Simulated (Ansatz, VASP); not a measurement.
## One calculation of CdS, two programs

```
Cd S
1.0
     3.38539    0.00000    0.00000
     0.00000    3.38539    0.00000
     0.00000    0.00000    3.38539
Cd S
1 1
Cartesian
  1.6927 1.6927 1.6927
  0.0000 0.0000 0.0000
```

Alike in both runs: functional r2SCAN; k mesh 16 × 16 × 16; occupations gaussian, width 0.1 eV; no spin polarisation.

Ansatz relaxed the structure, and its values are those at the end. VASP's run is a single point on that final structure, the one shown.

|  | VASP | Ansatz |
| --- | --- | --- |
| version | VASP 6.6.1 | Ansatz 0.2.0 |
| potentials or method | VASP PAW PBE potentials, release 64 (Cd, S), cutoff 520 eV | scalar-relativistic, plane waves, PAW |
| valence electrons in the cell | 18 | 26 |

```csv
,VASP,Ansatz,Ansatz less VASP
gap on the k mesh at the Fermi level (eV),none,none,-
pressure (GPa),0.4,0.0,-0.43
```

VASP's potentials were made for PBE, not for r2SCAN. A gap of «none» marks a metal or a gap that the smearing closes. With one functional, cell and mesh, what is left measures potentials, basis and numerics. VASP's potentials hold 18 valence electrons a cell and Ansatz's 26, so a difference there can come from the potentials and not from the codes.
